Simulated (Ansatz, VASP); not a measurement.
## One calculation of Cd3O, two programs

```
CELL_PARAMETERS angstrom
5.29227 0.00000 0.00000
-2.64613 4.58324 0.00000
0.00000 0.00000 6.28040
ATOMIC_POSITIONS crystal
Cd 0.34732 0.00000 0.25000
Cd 0.00000 0.34732 0.25000
Cd 0.65268 0.65268 0.25000
Cd 0.65268 0.00000 0.75000
Cd 0.00000 0.65268 0.75000
Cd 0.34732 0.34732 0.75000
O 0.00000 0.00000 0.00000
O 0.00000 0.00000 0.50000
```

Alike in both runs: functional PBE; k mesh 6 × 6 × 6; occupations gaussian, width 0.1 eV; no spin polarisation.

Ansatz relaxed the structure, and its values are those at the end. VASP's run is a single point on that final structure, the one shown.

|  | VASP | Ansatz |
| --- | --- | --- |
| version | VASP 6.6.1 | Ansatz 0.2.0 |
| potentials or method | VASP PAW PBE potentials, release 64 (Cd, O), cutoff 520 eV | scalar-relativistic, plane waves, PAW |
| valence electrons in the cell | 84 | 132 |

|  | VASP | Ansatz | Ansatz less VASP |
| --- | --- | --- | --- |
| gap on the k mesh at the Fermi level (eV) | none | none | - |
| pressure (GPa) | 0.5 | 0.0 | -0.53 |
| rms of the force components (eV/Å) | 0.023 | 0.001 | -0.0214 |

A gap of «none» marks a metal or a gap that the smearing closes. VASP's potentials hold 84 valence electrons a cell and Ansatz's 132, so a difference there can come from the potentials and not from the codes.
